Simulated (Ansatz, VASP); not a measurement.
**MgCd2S3: VASP beside Ansatz**

```
Mg Cd S
1.0
     7.11769    0.00000    0.00000
    -3.55884    6.16410    0.00000
     0.00000    0.00000    3.39928
Mg Cd S
1 2 3
Direct
  0.00000 0.00000 0.00000
  0.33333 0.66667 0.00000
  0.66667 0.33333 0.00000
  0.50000 0.00000 0.50000
  0.50000 0.50000 0.50000
  0.00000 0.50000 0.50000
```

Change from the starting cell: species swapped into the ErB2Ru3 type (P6/mmm, No. 191).

Alike in both runs: task relaxation of cell and atoms; functional PBE; k mesh 6 × 6 × 12; occupations gaussian, width 0.1 eV; no spin polarisation.

```csv
,VASP,Ansatz
version,VASP 6.6.1,Ansatz 0.2.0
potentials or method,"VASP PAW PBE potentials, release 64 (Mg, Cd, S), cutoff 600 eV","scalar-relativistic, plane waves, PAW"
valence electrons in the cell,44,68
```

|  | VASP | Ansatz | Ansatz less VASP |
| --- | --- | --- | --- |
| gap on the k mesh at the Fermi level, each at its own relaxed structure (eV) | none | none | - |
| relaxed volume (Å³/atom) | 25.04 | 24.92 | -0.121 |
| relaxed cell length with the largest relative difference (Å) | 7.134 | 7.121 | -0.0123 |

A gap of «none» marks a metal or a gap that the smearing closes. VASP's potentials hold 44 valence electrons a cell and Ansatz's 68, so a difference there can come from the potentials and not from the codes.
